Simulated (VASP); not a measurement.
A run of VASP 6.6.1:

The input INCAR:

```
AGGAC    = 0.0          
ALDAC    = 0.0          
ALGO     = Normal         # electronic algorithm
EDIFF    = 1E-6           # SCF threshold, eV
ENCUT    = 520            # plane-wave cutoff, eV
GGA      = PE             # functional
ISIF     = 2              # what is computed and relaxed
ISMEAR   = -1             # smearing method
LASPH    = True           # aspherical terms in the spheres
LCHARG   = False          # write CHGCAR
LREAL    = False          # projectors in reciprocal space
LWAVE    = False          # write WAVECAR
NBANDS   = 26             # bands
NELM     = 80             # most SCF steps
PREC     = Accurate       # precision mode
SIGMA    = 0.05           # smearing width, eV
```

KPOINTS

```
k-points
0
Gamma
  7 7 4
```

The input POSCAR:

```
CdSe
1.0
    4.3843351364      0.0000000000      0.0000000000
   -2.1921675682      3.7969456069      0.0000000000
    0.0000000000      0.0000000000      7.1576820134
Cd Se
2 2
Direct
    0.6666666667      0.3333333333      0.5000000000
    0.3333333333      0.6666666667      0.0000000000
    0.6666666667      0.3333333333      0.8850000000
    0.3333333333      0.6666666667      0.3850000000
```

Potentials or basis: VASP PAW PBE potentials, release 64 (Cd, Se).

Run with:

```bash
$ cat potpaw_PBE.64/Cd/POTCAR potpaw_PBE.64/Se/POTCAR > POTCAR
$ mpirun -np 1 vasp_std > vasp.out
```

Hardware: 1 thread of Intel(R) Xeon(R) 6975P-C (Granite Rapids), with other jobs on the host.

**Question.** How long does it take, and how much memory?

**Answer.** Run time: 35 s on 1 thread of Intel(R) Xeon(R) 6975P-C (Granite Rapids) (shared host), peak memory 0.27 GiB. Counts: scf iterations 13, k points 24.
